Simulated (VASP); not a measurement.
# ZrC (rocksalt type) (Fm-3m) in VASP: further runs

ZrC (rocksalt type) is run at these levels: PBE; tasks: single point.

All numbers are computed with VASP 6.6.1; they aren't measurements. Logs are shortened: lines on timing, memory, paths and dates and some standing lists are left out, and cuts for length are marked.

**1. The cell of the first run**

Symmetry: Fm-3m, No. 225, cubic system. The conventional cell has a = 4.613 Å, b = 4.613 Å, c = 4.613 Å, α = 90.00°, β = 90.00°, γ = 90.00°. Zr (site symmetry m-3m) has 6 C at 2.31 Å within 3.0 Å. C (site symmetry m-3m) has 6 Zr at 2.31 Å within 3.0 Å.

**2. Single point, PBE (volume scaled by 0.9405)**

File INCAR:

```
PREC = Accurate
ENCUT = 520
EDIFF = 1E-6
ISMEAR = -1
SIGMA = 0.05
LREAL = F
LASPH = T
NELM = 100
ALGO = Normal
ISIF = 2
LWAVE = F
LCHARG = T
GGA = PE
LELF = T
LVHAR = T
NBANDS = 15
```

File KPOINTS:

```
Automatic mesh
0
Gamma
  14 14 14
```

File POSCAR:

```
ZrC
1.0
    0.0000000000      2.3066572410      2.3066572410
    2.3066572410      0.0000000000      2.3066572410
    2.3066572410      2.3066572410      0.0000000000
Zr C
1 1
Direct
    0.0000000000      0.0000000000      0.0000000000
    0.5000000000      0.5000000000      0.5000000000
```

Potentials or basis: VASP PAW PBE potentials, release 64 (Zr_sv, C).

Run with:

```sh
$ cat potpaw_PBE.64/Zr_sv/POTCAR potpaw_PBE.64/C/POTCAR > POTCAR
$ mpirun -np 1 vasp_std > vasp.out
```

OUTCAR:

```text
PREC = Accurate
   ENCUT = 520
   EDIFF = 1E-6
   ISMEAR = -1
   LREAL = F
   LASPH = T
   NELM = 100
   ISIF = 2
   GGA = PE

 ion  position               nearest neighbor table
   1  0.000  0.000  0.000-   2 2.31   2 2.31   2 2.31   2 2.31   2 2.31   2 2.31
   2  0.500  0.500  0.500-   1 2.31   1 2.31   1 2.31   1 2.31   1 2.31   1 2.31

  LATTYP: Found a face centered cubic cell.
 ALAT       =     4.6133144820

  Lattice vectors:

 A1 = (   0.0000000000,   2.3066572410,   2.3066572410)
 A2 = (   2.3066572410,   0.0000000000,   2.3066572410)
 A3 = (   2.3066572410,   2.3066572410,   0.0000000000)

Analysis of symmetry for initial positions (statically):
=====================================================================
 Subroutine PRICEL returns:
 Original cell was already a primitive cell.

 Routine SETGRP: Setting up the symmetry group for a
 face centered cubic supercell.

 Subroutine GETGRP returns: Found 48 space group operations
 (whereof 48 operations were pure point group operations)
 out of a pool of 48 trial point group operations.

The static configuration has the point symmetry O_h .

Analysis of symmetry for dynamics (positions and initial velocities):
=====================================================================
 Subroutine PRICEL returns:
 Original cell was already a primitive cell.

 Routine SETGRP: Setting up the symmetry group for a
 face centered cubic supercell.

 Subroutine GETGRP returns: Found 48 space group operations
 (whereof 48 operations were pure point group operations)
 out of a pool of 48 trial point group operations.

The dynamic configuration has the point symmetry O_h .

 Subroutine INISYM returns: Found 48 space group operations
 (whereof 48 operations are pure point group operations),
 and found     1 'primitive' translations

----------------------------------------------------------------------------------------

                                     Primitive cell

  volume of cell :      24.5459

  direct lattice vectors                    reciprocal lattice vectors
     0.000000000  2.306657241  2.306657241    -0.216763892  0.216763892  0.216763892
     2.306657241  0.000000000  2.306657241     0.216763892 -0.216763892  0.216763892
     2.306657241  2.306657241  0.000000000     0.216763892  0.216763892 -0.216763892

  length of vectors
     3.262105954  3.262105954  3.262105954     0.375446073  0.375446073  0.375446073

  position of ions in fractional coordinates (direct lattice)
     0.000000000  0.000000000  0.000000000
     0.500000000  0.500000000  0.500000000

  ion indices of the primitive-cell ions
   primitive index   ion index
                 1           1
                 2           2

----------------------------------------------------------------------------------------

 KPOINTS: Automatic mesh

Automatic generation of k-mesh.
 Grid dimensions read from file:
 generate k-points for:   14   14   14

 Generating k-lattice:

  Cartesian coordinates                     Fractional coordinates (reciprocal lattice)
    -0.015483135  0.015483135  0.015483135     0.071428571  0.000000000  0.000000000
     0.015483135 -0.015483135  0.015483135     0.000000000  0.071428571  0.000000000
     0.015483135  0.015483135 -0.015483135     0.000000000  0.000000000  0.071428571

  Length of vectors
     0.026817577  0.026817577  0.026817577

  Shift w.r.t. Gamma in fractional coordinates (k-lattice)
     0.000000000  0.000000000  0.000000000

 Subroutine IBZKPT returns following result:
 ===========================================

 Found    104 irreducible k-points:

 Following reciprocal coordinates:
            Coordinates               Weight
  0.000000  0.000000  0.000000      1.000000
  0.071429  0.000000  0.000000      8.000000
  0.142857  0.000000  0.000000      8.000000
  0.214286  0.000000  0.000000      8.000000
  0.285714  0.000000  0.000000      8.000000
  0.357143  0.000000  0.000000      8.000000
[... 16 lines left out ...]
  0.214286  0.142857  0.000000     24.000000
  0.285714  0.142857  0.000000     24.000000
 [... further k-points ...]
   k-points           NKPTS =    104   k-points in BZ     NKDIM =    104   number of bands    NBANDS=     15
   number of dos      NEDOS =    301   number of ions     NIONS =      2
   total plane-waves  NPLWV =  13824
   dimension x,y,z NGX =    24 NGY =   24 NGZ =   24
   dimension x,y,z NGXF=    48 NGYF=   48 NGZF=   48
   ions per type =               1   1
   NGX,Y,Z   is equivalent  to a cutoff of  12.23, 12.23, 12.23 a.u.
   NGXF,Y,Z  is equivalent  to a cutoff of  24.46, 24.46, 24.46 a.u.
 SYSTEM =  unknown system
   PREC   = accura    normal or accurate (medium, high low for compatibility)
   ISTART =      0    job   : 0-new  1-cont  2-samecut
   ICHARG =      2    charge: 1-file 2-atom 10-const
   ISPIN  =      1    spin polarized calculation?
   LNONCOLLINEAR =      F non collinear calculations
   LSORBIT =      F    spin-orbit coupling
   LASPH  =      T    aspherical Exc in radial PAW
   ENCUT  =  520.0 eV  38.22 Ry    6.18 a.u.   6.07  6.07  6.07*2*pi/ulx,y,z
   NELM   =    100;   NELMIN=  2; NELMDL= -5     # of ELM steps
   EDIFF  = 0.1E-05   stopping-criterion for ELM
   LREAL  =      F    real-space projection
   EDIFFG = 0.1E-04   stopping-criterion for IOM
   NSW    =      0    number of steps for IOM
   IBRION =     -1    ionic relax: 0-MD 1-quasi-New 2-CG
   NFREE  =      0    steps in history (QN), initial steepest desc. (CG)
   ISIF   =      2    stress and relaxation
   ISYM   =      2    0-nonsym 1-usesym 2-fastsym
   POTIM  = 0.5000    time-step for ionic-motion
   TEBEG  =    0.0;   TEEND  =   0.0 temperature during run
   PSTRESS=    0.0 pullay stress
   NELECT =      16.0000    total number of electrons
   NUPDOWN=      -1.0000    fix difference up-down
   EMIN   =  10.00;   EMAX   =-10.00  energy-range for DOS
   EFERMI =   0.00;   METHOD = LEGACY
   ISMEAR =    -1;   SIGMA  =   0.05  broadening in eV -4-tet -1-fermi 0-gaus
   EFERMI_NEDOS =   21; number of points for ismear=-14 and -15
   IALGO  =     38    algorithm
   IMIX   =      4    mixing-type and parameters
     AMIX     =   0.40;   BMIX     =  1.00
     AMIX_MAG =   1.60;   BMIX_MAG =  1.00
  volume/ion in A,a.u.               =      12.27        82.82
  Fermi-wavevector in a.u.,A,eV,Ry     =   1.419455  2.682382 27.413749  2.014854
  Thomas-Fermi vector in A             =   2.540474
   LORBIT       =      0    0 simple, 1 ext, 2 COOP (PROOUT), +10 PAW based schemes
   GGA     = PE    functional components
   LHFCALC =     F    Hartree Fock is set to
   AEXX    =    0.0000 exact exchange contribution
   IVDW    =     0    specifies the selected vdW correction
   LEPSILON=     F    determine dielectric tensor
   LRPA    =     F    only Hartree local field effects (RPA)
 non-spin polarized calculation
  energy-cutoff  :      520.00
  volume of cell :       24.55
 maximum number of plane-waves:       674
   NGX = 13   NGY = 13   NGZ = 13

 number of electron      16.0000000 magnetization

 Free energy of the ion-electron system (eV)
  ---------------------------------------------------
  ext. energy  EPLUGINS =         0.00000000
  ---------------------------------------------------
  free energy    TOTEN  =       -19.38837206 eV

  energy without entropy =      -19.38598712  energy(sigma->0) =      -19.38717959

 E-fermi :  10.2916     XC(G=0): -12.4133

 val. band max:       10.2747920712   @ k =   0.3571   0.2857   0.0000
 cond. band min:      10.3046302539   @ k =   0.4286   0.4286   0.0000
 fundamental gap:      0.0298381827
 Fermi energy:        10.2916300122

 k-point     1 :       0.0000    0.0000    0.0000
  band No.  band energies     occupation
      1     -37.6187      2.00000
      2     -15.2868      2.00000
      3     -15.2868      2.00000
      4     -15.2868      2.00000
      5      -1.2267      2.00000
      6      11.2207      0.00000
      7      11.2207      0.00000
      8      11.2207      0.00000
      9      11.3834      0.00000
     10      11.3834      0.00000
     11      11.3834      0.00000
     12      13.2487      0.00000
     13      13.2487      0.00000
     14      18.2368      0.00000
     15      20.8410      0.00000

 k-point     2 :       0.0714    0.0000    0.0000
  band No.  band energies     occupation
      1     -37.6123      2.00000
      2     -15.3434      2.00000
      3     -15.2915      2.00000
      4     -15.2915      2.00000
      5      -1.0988      2.00000
      6      10.3139      0.78117
      7      10.5378      0.01445
      8      10.5378      0.01445
      9      11.6476      0.00000
     10      11.6476      0.00000
     11      12.0267      0.00000
     12      13.9260      0.00000
     13      13.9260      0.00000
     14      18.4829      0.00000
     15      21.1863      0.00000

 k-point     3 :       0.1429    0.0000    0.0000
  band No.  band energies     occupation
      1     -37.5944      2.00000
      2     -15.4989      2.00000
      3     -15.3046      2.00000
      4     -15.3046      2.00000
      5      -0.7334      2.00000
      6       9.1741      2.00000
      7       9.6002      2.00000
      8       9.6002      2.00000
      9      12.0339      0.00000
     10      12.0339      0.00000
     11      12.5157      0.00000
     12      15.2358      0.00000
     13      15.2358      0.00000
     14      19.0958      0.00000
     15      22.1156      0.00000
[... 343 lines left out ...]
 k-point    23 :       0.2143    0.1429    0.0000
  band No.  band energies     occupation
      1     -37.5667      2.00000
      2     -15.6217      2.00000
      3     -15.3835      2.00000
      4     -15.3720      2.00000
      5      -0.2759      2.00000
      6       7.5931      2.00000
      7       9.4131      2.00000
      8       9.7273      1.99997
      9      10.7797      0.00012
     10      13.5068      0.00000
     11      13.9794      0.00000
     12      14.6322      0.00000
     13      16.7833      0.00000
     14      20.5408      0.00000
     15      23.4656      0.00000

 k-point    24 :       0.2857    0.1429    0.0000
  band No.  band energies     occupation
      1     -37.5413      2.00000
      2     -15.8121      2.00000
      3     -15.4109      2.00000
      4     -15.3935      2.00000
      5       0.1934      2.00000
      6       6.9494      2.00000
      7       8.5959      2.00000
      8       9.1082      2.00000
      9      11.2521      0.00000
     10      13.9899      0.00000
     11      14.4803      0.00000
     12      15.9105      0.00000
     13      17.8374      0.00000
     14      21.1259      0.00000
     15      24.4018      0.00000

 [... further k-points ...]
[... 5 lines left out ...]
  --------------------------------------------------------------------------------------
  -------------------------------------------------------------------------------------
  Total        2.4125205      2.4125205      2.4125205      0.0000000     -0.0000000      0.0000000
  in kB      157.4716580    157.4716580    157.4716580      0.0000000     -0.0000000      0.0000000
  external PRESSURE =     157.4716580 kB  Pullay stress =       0.0000000 kB

 VOLUME and BASIS-vectors are now :
 -----------------------------------------------------------------------------
  energy-cutoff  :      520.00
  volume of cell :       24.55
      direct lattice vectors                 reciprocal lattice vectors
     0.000000000  2.306657241  2.306657241    -0.216763892  0.216763892  0.216763892
     2.306657241  0.000000000  2.306657241     0.216763892 -0.216763892  0.216763892
     2.306657241  2.306657241  0.000000000     0.216763892  0.216763892 -0.216763892

 POSITION                                       TOTAL-FORCE (eV/Angst)
 -----------------------------------------------------------------------------------
      0.00000      0.00000      0.00000         0.000000     -0.000000      0.000000
      2.30666      2.30666      2.30666        -0.000000      0.000000     -0.000000
 -----------------------------------------------------------------------------------
    total drift:                                0.000000     -0.000000     -0.000000

  FREE ENERGIE OF THE ION-ELECTRON SYSTEM (eV)
  ---------------------------------------------------
  free  energy   TOTEN  =       -19.3883720568 eV

  energy  without entropy=      -19.3859871243  energy(sigma->0) =      -19.38717959
```

It took 15 s on 1 thread of Intel Xeon 6975P-C (Granite Rapids), shared host; peak memory 0.16 GiB.

What came out:

| Property | Result |
| --- | --- |
| Free energy | -19.3884 eV |
| Pressure | 15.7 GPa |
| Band gap on the k mesh | zero (band 8 reaches 11.22 eV, above the bottom of band 9 at 9.90 eV) |

Levels at points of the mesh, in eV from the Fermi level:
```tsv
k point	band 6	band 7	band 8	band 9	band 10	band 11
(0.00, 0.00, 0.00)	0.93	0.93	0.93	1.09	1.09	1.09
(0.50, 0.00, 0.00)	-5.54	-3.14	-3.14	4.79	4.79	5.67
(0.50, 0.50, 0.00)	-1.98	-1.96	0.10	0.10	4.74	6.06
```

[end of part 1 of 3]
